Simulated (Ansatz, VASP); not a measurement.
**Ge in VASP and in Ansatz**

```xyz
8
Lattice="0.0000 0.0001 3.7358 3.4257 -3.6026 -0.0005 6.8524 7.2061 0.0012" Properties=species:S:1:pos:R:3 pbc="T T T"
Ge    2.1625   -1.0104    0.9331
Ge    5.5869    2.5918    0.9338
Ge    4.6896    1.0115    2.8028
Ge    8.1173    4.6137    2.8019
Ge    4.6893   -1.0105    0.9345
Ge    8.1149    2.5928    0.9332
Ge    2.1622    1.0110    2.8036
Ge    5.5900    4.6144    2.8029
```

Change from the starting cell: cell x2, atoms moved at random (sigma 0.05 Å) and cell strained at random (1.5 %), then relaxed without symmetry.

Alike in both runs: functional PBE; k mesh 6 × 4 × 2; occupations gaussian, width 0.2 eV; no spin polarisation.

Ansatz relaxed the structure, and its values are those at the end. VASP's run is a single point on that final structure, the one shown.

|  | VASP | Ansatz |
| --- | --- | --- |
| version | VASP 6.6.1 | Ansatz 0.2.0 |
| potentials or method | VASP PAW PBE potentials, release 64 (Ge_d), cutoff 520 eV | scalar-relativistic, plane waves, PAW |
| valence electrons in the cell | 112 | 112 |

|  | VASP | Ansatz | Ansatz less VASP |
| --- | --- | --- | --- |
| gap on the k mesh at the Fermi level (eV) | none | none | - |
| pressure (GPa) | -0.1 | -0.1 | 0.00 |
| rms of the force components (eV/Å) | 0.006 | 0.007 | +0.0001 |

A gap of «none» marks a metal or a gap that the smearing closes.
